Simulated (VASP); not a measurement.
GaN, 4 atoms in the cell. Symmetry: P6_3mc, No. 186, hexagonal system. Conventional cell: a = 3.183 Å, b = 3.183 Å, c = 5.184 Å, α = 90.00°, β = 90.00°, γ = 120.00°. Within 2.6 Å of Ga (site symmetry 3m) lie 4 N at 1.95 Å. Within 2.6 Å of N (site symmetry 3m) lie 4 Ga at 1.95 Å. 

* Program: VASP 6.6.1
* Task: single point
* Functional: r2SCAN
* Potentials or basis: VASP PAW PBE potentials, release 64 (Ga_d, N_h)
* Cutoff: 910 eV
* k mesh: 8 × 8 × 4
* Occupations: gaussian, width 0.01 eV
* Spin: no spin polarisation
* Dipole correction: no
* Further INCAR settings: ALGO = Normal; EDIFF = 1e-06; NBANDS = 26

Potentials or basis: VASP PAW PBE potentials, release 64 (Ga_d, N_h).

The run is started by

```sh
$ cat potpaw_PBE.64/Ga_d/POTCAR potpaw_PBE.64/N_h/POTCAR > POTCAR
$ cp INCAR.step1 INCAR
$ mpirun -np 1 vasp_std > vasp.out
$ cp INCAR.step2 INCAR
$ mpirun -np 1 vasp_std > vasp.out
```

Hardware: 1 thread of AMD EPYC 7R13 Processor (Zen 3), on a shared host.

Task: How long does it take, and how much memory?

Result: Run time: 4.1 min on 1 thread of AMD EPYC 7R13 Processor (Zen 3), on a shared host, peak memory 0.25 GiB. Counts: k points 30.
